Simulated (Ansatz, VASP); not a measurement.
**One calculation of Ca2Ir, two programs**

File INCAR:

```
SYSTEM = Ca2Ir
ALGO = Normal ; EDIFF = 1E-6
ENCUT = 520 ; GGA = PE
ISIF = 2 ; ISMEAR = 0
LASPH = .True. ; LCHARG = .False.
LREAL = .False. ; LWAVE = .False.
NBANDS = 22 ; NELM = 100
PREC = Accurate ; SIGMA = 0.1
```

KPOINTS

```
k-points
0
Gamma
  6 6 6
  0 0 0
```

POSCAR

```
Ca2Ir
1.0
    1.6572242700      0.9567988800      5.5734741800
   -1.6572242700      0.9567988800      5.5734741800
    0.0000000000     -1.9135977500      5.5734741800
Ca Ir
2 1
Direct
    0.2500000000      0.2500000000      0.2500000000
    0.7500000000      0.7500000000      0.7500000000
    0.0000000000      0.0000000000      0.0000000000
```

Input for Ansatz:

```yaml
crystal:
  lattice:
    - [1.65722427, 0.95679888, 5.57347418]
    - [-1.65722427, 0.95679888, 5.57347418]
    - [0.0, -1.91359775, 5.57347418]
  atoms:
    - { symbol: Ca, position: [0.25, 0.25, 0.25] }
    - { symbol: Ca, position: [0.75, 0.75, 0.75] }
    - { symbol: Ir, position: [0.0, 0.0, 0.0] }
basis:
  ecutwfc: 420
kpoints:
  mp_grid: { grid: [6, 6, 6] }
hamiltonian:
  xc: pbe
scf:
  occupations: { method: gaussian, width: 0.1 }
  lower_state_search: "off"
output:
  forces: true
  stress: true
  eigenvalues: true
```

Change from the starting cell: species swapped into the NiI2 type (R-3m, No. 166).

Alike in both runs: task single point; functional PBE; k mesh 6 × 6 × 6; occupations gaussian, width 0.1 eV; no spin polarisation.

|  | VASP | Ansatz |
| --- | --- | --- |
| version | VASP 6.6.1 | Ansatz 0.2.0 |
| potentials or method | VASP PAW PBE potentials, release 64 (Ca_sv, Ir), cutoff 520 eV | scalar-relativistic, plane waves, PAW |
| valence electrons in the cell | 29 | 37 |

```csv
,VASP,Ansatz,Ansatz less VASP
gap on the k mesh at the Fermi level (eV),none,none,-
rms of the force components (eV/Å),2.721,2.636,-0.0845
```

Atom by atom the forces differ by 0.085 eV/Å (rms over components). A gap of «none» marks a metal or a gap that the smearing closes. VASP's potentials hold 29 valence electrons a cell and Ansatz's 37, so a difference there can come from the potentials and not from the codes.

The k mesh is coarse, so the values compare programs but aren't converged. Neither program's run includes spin-orbit coupling.
